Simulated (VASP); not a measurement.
# MgO in VASP: single point with PBE

Aim: the single point of MgO with PBE.

Everything below comes from runs of VASP 6.6.1. Logs are shortened: lines on timing, memory, paths and dates and some standing lists are left out, and cuts for length are marked.

## Step 1: The cell of the first run

The cell holds a slab with vacuum, 24 atoms: a = 5.210 Å, b = 5.210 Å, c = 25.596 Å, α = 90.00°, β = 90.00°, γ = 120.00°.

## Step 2: Single point, PBE

The input, INCAR:

```
SYSTEM = MgO
PREC = Accurate ; ENCUT = 520
EDIFF = 1E-6 ; ISMEAR = 0
SIGMA = 0.05 ; LREAL = Auto
LASPH = .TRUE. ; NELM = 100
ALGO = Normal ; ISIF = 2
LWAVE = .FALSE. ; LCHARG = .TRUE.
LDIPOL = .TRUE. ; IDIPOL = 3
DIPOL = 0.5 0.5 0.501 ; GGA = PE
LELF = .TRUE. ; LVHAR = .TRUE.
LVACPOTAV = .TRUE. ; NBANDS = 66
```

The input, KPOINTS:

```
regular mesh
0
G
  6 6 1
  0 0 0
```

The input, POSCAR:

```
MgO
1.0
    5.2097027923      0.0000000000      0.0000000000
   -2.6048513962      4.5117349643      0.0000000000
    0.0000000000      0.0000000000     25.5955710690
O Mg
12 12
Direct
    0.3333333333      0.3333333333      0.3320887030
    0.6666666667      0.0000000000      0.3320887030
    0.0000000000      0.6666666667      0.3320887030
    0.6666666667      0.3333333333      0.4280380156
    0.0000000000      0.0000000000      0.4280380156
    0.3333333333      0.6666666667      0.4280380156
    0.0000000000      0.3333333333      0.5279813044
    0.3333333333      0.0000000000      0.5279813044
    0.6666666667      0.6666666667      0.5279813044
    0.3333333333      0.3333333333      0.6241212587
    0.6666666667      0.0000000000      0.6241212587
    0.0000000000      0.6666666667      0.6241212587
    0.0000000000      0.3333333333      0.3800633593
    0.3333333333      0.0000000000      0.3800633593
    0.6666666667      0.6666666667      0.3800633593
    0.3333333333      0.3333333333      0.4760126719
    0.6666666667      0.0000000000      0.4760126719
    0.0000000000      0.6666666667      0.4760126719
    0.6666666667      0.3333333333      0.5721234219
    0.0000000000      0.0000000000      0.5721234219
    0.3333333333      0.6666666667      0.5721234219
    0.0000000000      0.3333333333      0.6698765809
    0.3333333333      0.0000000000      0.6698765809
    0.6666666667      0.6666666667      0.6698765809
```

Potentials or basis: VASP PAW PBE potentials, release 64 (O, Mg).

The run is started by

```bash
cat potpaw_PBE.64/O/POTCAR potpaw_PBE.64/Mg/POTCAR > POTCAR
mpirun -np 1 vasp_std > vasp.out
```

OUTCAR:

```text
SYSTEM = MgO
   PREC = Accurate
   ENCUT = 520
   EDIFF = 1E-6
   ISMEAR = 0
   LREAL = Auto
   LASPH = .TRUE.
   NELM = 100
   ISIF = 2
   GGA = PE

 ion  position               nearest neighbor table
   1  0.333  0.333  0.332-  13 2.13  14 2.13  15 2.13
   2  0.667  0.000  0.332-  13 2.13  15 2.13  14 2.13
   3  0.000  0.667  0.332-  14 2.13  15 2.13  13 2.13
   4  0.667  0.333  0.428-  13 2.13  17 2.13  14 2.13  18 2.13  16 2.13  15 2.13
   5  0.000  0.000  0.428-  15 2.13  16 2.13  14 2.13  17 2.13  13 2.13  18 2.13
   6  0.333  0.667  0.428-  18 2.13  14 2.13  17 2.13  13 2.13  15 2.13  16 2.13
   7  0.000  0.333  0.528-  19 2.07  20 2.07  21 2.07  17 2.19  16 2.19  18 2.19
   8  0.333  0.000  0.528-  20 2.07  21 2.07  19 2.07  18 2.19  16 2.19  17 2.19
   9  0.667  0.667  0.528-  20 2.07  21 2.07  19 2.07  18 2.19  17 2.19  16 2.19
  10  0.333  0.333  0.624-  22 2.09  23 2.09  24 2.09  20 2.19  19 2.19  21 2.19
  11  0.667  0.000  0.624-  22 2.09  24 2.09  23 2.09  20 2.19  19 2.19  21 2.19
  12  0.000  0.667  0.624-  23 2.09  24 2.09  22 2.09  21 2.19  20 2.19  19 2.19
  13  0.000  0.333  0.380-   2 2.13   4 2.13   1 2.13   5 2.13   6 2.13   3 2.13  15 3.01  14 3.01
                            15 3.01  14 3.01  14 3.01  15 3.01  17 3.01  16 3.01  18 3.01
  14  0.333  0.000  0.380-   3 2.13   5 2.13   6 2.13   1 2.13   4 2.13   2 2.13  15 3.01  13 3.01
                            13 3.01  13 3.01  15 3.01  15 3.01  18 3.01  16 3.01  17 3.01
  15  0.667  0.667  0.380-   5 2.13   3 2.13   2 2.13   1 2.13   6 2.13   4 2.13  14 3.01  13 3.01
                            13 3.01  14 3.01  13 3.01  14 3.01  18 3.01  17 3.01  16 3.01
  16  0.333  0.333  0.476-   5 2.13   4 2.13   6 2.13   7 2.19   8 2.19   9 2.19  17 3.01  18 3.01
                            18 3.01  17 3.01  17 3.01  18 3.01  13 3.01  14 3.01  15 3.01  20 3.01
  17  0.667  0.000  0.476-   5 2.13   4 2.13   6 2.13   7 2.19   9 2.19   8 2.19  16 3.01  18 3.01
                            18 3.01  16 3.01  18 3.01  16 3.01  13 3.01  15 3.01  14 3.01  20 3.01
[... 19 lines left out ...]
  Lattice vectors:

 A1 = (   5.2097027923,   0.0000000000,   0.0000000000)
 A2 = (  -2.6048513962,   4.5117349643,   0.0000000000)
 A3 = (   0.0000000000,   0.0000000000,  25.5955710690)

Analysis of symmetry for initial positions (statically):
=====================================================================
 Subroutine PRICEL returns following result:

  LATTYP: Found a hexagonal cell.
 ALAT       =     3.0078233092
 C/A-ratio  =     8.5096657741

  Lattice vectors:

 A1 = (  -2.6048513956,  -1.5039116551,   0.0000000000)
 A2 = (   2.6048513959,  -1.5039116546,   0.0000000000)
 A3 = (   0.0000000000,   0.0000000000,  25.5955710690)

   3 primitive cells build up your supercell.

 Routine SETGRP: Setting up the symmetry group for a
 hexagonal supercell.

 Subroutine GETGRP returns: Found  6 space group operations
 (whereof  6 operations were pure point group operations)
 out of a pool of 24 trial point group operations.

The static configuration has the point symmetry C_3v.

Analysis of symmetry for dynamics (positions and initial velocities):
=====================================================================
 Subroutine PRICEL returns following result:

  LATTYP: Found a hexagonal cell.
 ALAT       =     3.0078233092
 C/A-ratio  =     8.5096657741

  Lattice vectors:

 A1 = (  -2.6048513956,  -1.5039116551,   0.0000000000)
 A2 = (   2.6048513959,  -1.5039116546,   0.0000000000)
 A3 = (   0.0000000000,   0.0000000000,  25.5955710690)

   3 primitive cells build up your supercell.

 Routine SETGRP: Setting up the symmetry group for a
 hexagonal supercell.

 Subroutine GETGRP returns: Found  6 space group operations
 (whereof  6 operations were pure point group operations)
 out of a pool of 24 trial point group operations.

The dynamic configuration has the point symmetry C_3v.

 Subroutine INISYM returns: Found  6 space group operations
 (whereof  6 operations are pure point group operations),
 and found     3 'primitive' translations

----------------------------------------------------------------------------------------

                                     Primitive cell

  volume of cell :     200.5396

  direct lattice vectors                    reciprocal lattice vectors
    -2.604851396 -1.503911655  0.000000000    -0.191949530 -0.332466338  0.000000000
     2.604851396 -1.503911655  0.000000000     0.191949530 -0.332466338  0.000000000
     0.000000000  0.000000000 25.595571069     0.000000000  0.000000000  0.039069259

  length of vectors
     3.007823309  3.007823309 25.595571069     0.383899059  0.383899059  0.039069259

  position of ions in fractional coordinates (direct lattice)
     0.333333333  0.666666667  0.332088703
     0.000000000  0.000000000  0.428038016
     0.666666667  0.333333333  0.527981304
     0.333333333  0.666666667  0.624121259
     0.666666667  0.333333333  0.380063359
     0.333333333  0.666666667  0.476012672
     0.000000000  0.000000000  0.572123422
     0.666666667  0.333333333  0.669876581

  ion indices of the primitive-cell ions
   primitive index   ion index
                 1           1
                 2           4
                 3           7
                 4          10
                 5          13
                 6          16
                 7          19
                 8          22

----------------------------------------------------------------------------------------

 KPOINTS: regular mesh

Automatic generation of k-mesh.
 Grid dimensions read from file:
 generate k-points for:    6    6    1

 Generating k-lattice:

  Cartesian coordinates                     Fractional coordinates (reciprocal lattice)
     0.031991588  0.018470352  0.000000000     0.166666667 -0.000000000  0.000000000
     0.000000000  0.036940704  0.000000000     0.000000000  0.166666667  0.000000000
     0.000000000  0.000000000  0.039069259     0.000000000  0.000000000  1.000000000

  Length of vectors
     0.036940704  0.036940704  0.039069259

  Shift w.r.t. Gamma in fractional coordinates (k-lattice)
     0.000000000  0.000000000  0.000000000

 Subroutine IBZKPT returns following result:
 ===========================================

 Found      7 irreducible k-points:

 Following reciprocal coordinates:
            Coordinates               Weight
  0.000000  0.000000  0.000000      1.000000
  0.166667  0.000000  0.000000      6.000000
  0.333333 -0.000000  0.000000      6.000000
  0.500000  0.000000  0.000000      3.000000
  0.166667  0.166667  0.000000      6.000000
  0.333333  0.166667  0.000000     12.000000
  0.333333  0.333333  0.000000      2.000000
   k-points           NKPTS =      7   k-points in BZ     NKDIM =      7   number of bands    NBANDS=     66
   number of dos      NEDOS =    301   number of ions     NIONS =     24
   total plane-waves  NPLWV = 307200
   dimension x,y,z NGX =    40 NGY =   40 NGZ =  192
   dimension x,y,z NGXF=    80 NGYF=   80 NGZF=  384
   ions per type =              12  12
   NGX,Y,Z   is equivalent  to a cutoff of  12.76, 12.76, 12.47 a.u.
   NGXF,Y,Z  is equivalent  to a cutoff of  25.53, 25.53, 24.94 a.u.
 SYSTEM =  MgO
   PREC   = accura    normal or accurate (medium, high low for compatibility)
   ISTART =      0    job   : 0-new  1-cont  2-samecut
   ICHARG =      2    charge: 1-file 2-atom 10-const
   ISPIN  =      1    spin polarized calculation?
   LNONCOLLINEAR =      F non collinear calculations
   LSORBIT =      F    spin-orbit coupling
   LASPH  =      T    aspherical Exc in radial PAW
   ENCUT  =  520.0 eV  38.22 Ry    6.18 a.u.   9.69  9.69 47.59*2*pi/ulx,y,z
   NELM   =    100;   NELMIN=  2; NELMDL= -5     # of ELM steps
   EDIFF  = 0.1E-05   stopping-criterion for ELM
   LREAL  =      T    real-space projection
   EDIFFG = 0.1E-04   stopping-criterion for IOM
   NSW    =      0    number of steps for IOM
   IBRION =     -1    ionic relax: 0-MD 1-quasi-New 2-CG
   NFREE  =      0    steps in history (QN), initial steepest desc. (CG)
   ISIF   =      2    stress and relaxation
   ISYM   =      2    0-nonsym 1-usesym 2-fastsym
   POTIM  = 0.5000    time-step for ionic-motion
   TEBEG  =    0.0;   TEEND  =   0.0 temperature during run
   PSTRESS=    0.0 pullay stress
   NELECT =      96.0000    total number of electrons
   NUPDOWN=      -1.0000    fix difference up-down
   EMIN   =  10.00;   EMAX   =-10.00  energy-range for DOS
   EFERMI =   0.00;   METHOD = LEGACY
   ISMEAR =     0;   SIGMA  =   0.05  broadening in eV -4-tet -1-fermi 0-gaus
   EFERMI_NEDOS =   21; number of points for ismear=-14 and -15
   IALGO  =     38    algorithm
   IMIX   =      4    mixing-type and parameters
     AMIX     =   0.40;   BMIX     =  1.00
     AMIX_MAG =   1.60;   BMIX_MAG =  1.00
  volume/ion in A,a.u.               =      25.07       169.16
  Fermi-wavevector in a.u.,A,eV,Ry     =   0.887956  1.677994 10.727730  0.788466
  Thomas-Fermi vector in A             =   2.009322
   LORBIT       =      0    0 simple, 1 ext, 2 COOP (PROOUT), +10 PAW based schemes
   GGA     = PE    functional components
   LHFCALC =     F    Hartree Fock is set to
   AEXX    =    0.0000 exact exchange contribution
   IVDW    =     0    specifies the selected vdW correction
   LEPSILON=     F    determine dielectric tensor
   LRPA    =     F    only Hartree local field effects (RPA)
 non-spin polarized calculation
 Gauss-broadening in eV      SIGMA  =   0.05
  energy-cutoff  :      520.00
  volume of cell :      601.62
 maximum number of plane-waves:     16223
 NGX is ok and might be reduce to    40
   NGX = 19   NGY = 19   NGZ = 95

 dipolmoment           0.000000      0.000000      0.282937 electrons x Angstroem

 number of electron      96.0000023 magnetization

 dipolmoment           0.000000      0.000000     -0.722058 electrons x Angstroem

 Free energy of the ion-electron system (eV)
  ---------------------------------------------------
  ext. energy  EPLUGINS =         0.00000000
  ---------------------------------------------------
  free energy    TOTEN  =      -126.41468076 eV

  energy without entropy =     -126.39282770  energy(sigma->0) =     -126.40375423

 E-fermi :  -2.4553     XC(G=0):  -5.0521

 val. band max:       -2.4777492642   @ k =   0.5000   0.0000   0.0000
 cond. band min:      -2.4463649833   @ k =   0.3333   0.1667   0.0000
 fundamental gap:      0.0313842809
 Fermi energy:        -2.4552751507

 k-point     1 :       0.0000    0.0000    0.0000
  band No.  band energies     occupation
      1     -22.4355      2.00000
      2     -21.6284      2.00000
      3     -21.4528      2.00000
      4     -21.4528      2.00000
      5     -20.8529      2.00000
      6     -20.8529      2.00000
[... 430 lines left out ...]
     59       3.7520      0.00000
     60       3.7520      0.00000
 [bands above 60 left out]

------------------------ aborting loop because EDIFF is reached ----------------------------------------

  FORCE on cell =-STRESS in cart. coord.  units (eV):
  Direction    XX          YY          ZZ          XY          YZ          ZX
  --------------------------------------------------------------------------------------
  -------------------------------------------------------------------------------------
  Total       -0.4278940     -0.4278940     -5.2447246      0.0000000      0.0000000      0.0000000
  in kB       -1.1395291     -1.1395291    -13.9672826      0.0000000      0.0000000      0.0000000
  external PRESSURE =      -5.4154469 kB  Pullay stress =       0.0000000 kB

 VOLUME and BASIS-vectors are now :
 -----------------------------------------------------------------------------
  energy-cutoff  :      520.00
  volume of cell :      601.62
      direct lattice vectors                 reciprocal lattice vectors
     5.209702792  0.000000000  0.000000000     0.191949530  0.110822113  0.000000000
    -2.604851396  4.511734964  0.000000000     0.000000000  0.221644225  0.000000000
     0.000000000  0.000000000 25.595571069     0.000000000  0.000000000  0.039069259

 POSITION                                       TOTAL-FORCE (eV/Angst)
 -----------------------------------------------------------------------------------
      0.86828      1.50391      8.50000         0.000000      0.000000      1.182156
      3.47314      0.00000      8.50000        -0.000000      0.000000      1.182156
     -1.73657      3.00782      8.50000        -0.000000      0.000000      1.182156
      2.60485      1.50391     10.95588         0.000000     -0.000000      1.657566
      0.00000      0.00000     10.95588        -0.000000     -0.000000      1.657566
     -0.00000      3.00782     10.95588         0.000000     -0.000000      1.657566
[... 16 lines left out ...]
      1.73657      0.00000     17.14587         0.000000     -0.000000     -0.016136
      1.73657      3.00782     17.14587        -0.000000     -0.000000     -0.016136
 -----------------------------------------------------------------------------------
    total drift:                                0.000004      0.000007      0.008406

  FREE ENERGIE OF THE ION-ELECTRON SYSTEM (eV)
  ---------------------------------------------------
  free  energy   TOTEN  =      -126.4146807640 eV

  energy  without entropy=     -126.3928276959  energy(sigma->0) =     -126.40375423

 vacuum level on the upper side and lower side of the slab         2.046         7.605
```

It took 18 min on 1 thread of Intel Xeon Platinum 8559C (Emerald Rapids), shared host; peak memory 0.69 GiB.

What came out:

* Free energy: -126.4147 eV
* Largest force: 1.976 eV/Å
* Band gap on the k mesh: zero (bands 48 and 49 overlap by 0.47 eV)

Forces on the atoms (eV/Å):
```
O    0.000  0.000  1.182
O    0.000  0.000  1.182
O    0.000  0.000  1.182
O    0.000  0.000  1.658
O    0.000  0.000  1.658
O    0.000  0.000  1.658
O    0.000  0.000 -0.025
O    0.000  0.000 -0.025
O    0.000  0.000 -0.025
O    0.000  0.000 -0.026
O    0.000  0.000 -0.026
O    0.000  0.000 -0.026
Mg   0.000  0.000 -1.976
Mg   0.000  0.000 -1.976
Mg   0.000  0.000 -1.976
Mg   0.000  0.000 -0.821
Mg   0.000  0.000 -0.821
Mg   0.000  0.000 -0.821
Mg   0.000  0.000  0.024
Mg   0.000  0.000  0.024
Mg   0.000  0.000  0.024
Mg   0.000  0.000 -0.016
Mg   0.000  0.000 -0.016
Mg   0.000  0.000 -0.016
```

Levels at points of the mesh, in eV from the Fermi level:
| k point | band 46 | band 47 | band 48 | band 49 | band 50 | band 51 |
| --- | --- | --- | --- | --- | --- | --- |
| (0.00, 0.00, 0.00) | -0.03 | -0.03 | 0.45 | 0.45 | 2.29 | 2.70 |
| (0.50, 0.00, 0.00) | -0.20 | -0.13 | -0.04 | -0.02 | -0.02 | 1.60 |

The gap in the log of VASP goes by the Fermi energy; the results here count the filled bands.